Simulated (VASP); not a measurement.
# Si: single point with LDA

The system is Si.

```
CELL_PARAMETERS angstrom
2.69916 0.00000 0.00000
-1.34958 2.33754 0.00000
0.00000 0.00000 2.42936
ATOMIC_POSITIONS crystal
Si 0.00000 0.00000 0.00000
```

This cell differs from its parent crystal: strain +0.030 along x and y, -0.015 along z.

```
Program             : VASP 6.6.1
Task                : single point
Functional          : LDA
Potentials or basis : VASP PAW LDA potentials, release 64 (Si)
Cutoff              : 520 eV
k mesh              : 24 × 24 × 20
Occupations         : gaussian, width 0.15 eV
Spin                : no spin polarisation
```

```json
{
 "Pressure": "-4.6 GPa",
 "Band gap on the k mesh": "zero (band 2 reaches 16.95 eV, above the bottom of band 3 at 4.65 eV)"
}
```

Stress tensor (GPa, compression positive):
```
-7.10  0.00  0.00
 0.00 -7.10  0.00
 0.00  0.00  0.41
```

Levels at points of the mesh, in eV from the Fermi level:
```csv
k point,band 1,band 2,band 3,band 4,band 5,band 6
"(0.00, 0.00, 0.00)",-13.73,7.83,8.92,8.92,8.97,11.60
"(0.50, 0.00, 0.00)",-7.87,-6.57,4.33,6.12,13.18,16.02
"(0.00, 0.00, 0.50)",-8.50,-6.87,12.70,12.70,14.66,14.66
"(0.50, 0.00, 0.50)",-2.40,-2.35,-1.81,1.66,8.22,11.70
```

It took 43 s on 1 thread of Intel(R) Xeon(R) Platinum 8488C (Sapphire Rapids), on a shared host, peak memory 0.16 GiB.

Caveat: the cell differs from its parent crystal (strain +0.030 along x and y, -0.015 along z).
